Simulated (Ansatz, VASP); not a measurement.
Fe in VASP and in Ansatz

```
Fe
1.0
     0.00000    1.82313    1.82313
     1.82313    0.00000    1.82313
     1.82313    1.82313    0.00000
Fe
1
Direct
  0.00000 0.00000 0.00000
```

Alike in both runs: functional r2SCAN; k mesh 16 × 16 × 16; occupations fermi-dirac, width 0.05 eV; collinear spin.

Ansatz relaxed the structure, and its values are those at the end. VASP's run is a single point on that final structure, the one shown.

|  | VASP | Ansatz |
| --- | --- | --- |
| version | VASP 6.6.1 | Ansatz 0.2.0 |
| potentials or method | VASP PAW PBE potentials, release 64 (Fe) | PAW with Ansatz's default frozen-core files, scalar-relativistic |
| plane-wave cutoff (eV) | 520 | 500 |
| valence electrons in the cell | 8 | 16 |

Ansatz gave:

| Property | Result |
| --- | --- |
| pressure (GPa) | 0.0 |
| net moment per atom (μB) | 2.80 |
| size of the moment on the site where the two differ most (μB) | 2.92 |

Problem. Which values does VASP return?

Solution. Pressure (GPa): -0.4; net moment per atom (μB): 2.79; size of the moment on the site where the two differ most (μB): 2.85.

VASP's potentials were made for PBE, not for r2SCAN. Site moments also hang on the region over which each program counts them. VASP's potentials hold 8 valence electrons a cell and Ansatz's 16, so a difference there can come from the potentials and not from the codes.
